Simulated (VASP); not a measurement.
CdI2: single point with PBE+D3(BJ)

The system is CdI2.

```
Cd I
1.0
     4.35010    0.00000    0.00000
    -2.17505    3.76730    0.00000
     0.00000    0.00000    7.20195
Cd I
1 2
Direct
  0.00000 0.00000 0.00000
  0.33333 0.66667 0.24920
  0.66667 0.33333 0.75080
```

This cell differs from its parent crystal: strain +0.025 along x and y, +0.050 along z.

```json
{"Program": "VASP 6.6.1", "Task": "single point", "Functional": "PBE", "Dispersion": "D3(BJ)", "Potentials or basis": "VASP PAW PBE potentials, release 64 (Cd, I)", "Cutoff": "500 eV", "k mesh": "9 × 9 × 4", "Occupations": "gaussian, width 0.05 eV", "Spin": "no spin polarisation", "Dipole correction": "no", "Further INCAR settings": "ALGO = Normal; EDIFF = 1e-06; NBANDS = 20"}
```

```json
{
 "Pressure": "-2.3 GPa",
 "Largest force": "0.387 eV/Å",
 "Band gap on the k mesh": "2.17 eV (least direct gap 2.29 eV)",
 "Dispersion energy per atom": "-0.300 eV"
}
```

Forces on the atoms (eV/Å):
```
Cd   0.000  0.000  0.000
I    0.000  0.000 -0.387
I    0.000  0.000  0.387
```

Stress tensor (GPa, compression positive):
```
-2.22  0.00  0.00
 0.00 -2.22  0.00
 0.00  0.00 -2.53
```

Levels at points of the mesh, in eV from the valence-band top:
| k point | band 10 | band 11 | band 12 | band 13 | band 14 | band 15 | band 16 | band 17 |
| --- | --- | --- | --- | --- | --- | --- | --- | --- |
| (0.00, 0.00, 0.00) | -0.23 | -0.22 | -0.12 | -0.12 | 2.17 | 4.55 | 6.33 | 6.33 |
| (0.00, 0.00, 0.50) | -0.32 | -0.32 | -0.01 | -0.01 | 3.16 | 4.50 | 6.17 | 6.17 |

Run time: 33 s on 1 thread of Intel(R) Xeon(R) 6975P-C (Granite Rapids), on a shared host, peak memory 0.28 GiB.

Caveat: the cell differs from its parent crystal (strain +0.025 along x and y, +0.050 along z); spin-orbit coupling is left out, which moves the levels of the heavy elements; an odd mesh through Γ misses points on the zone boundary, where band edges can lie.
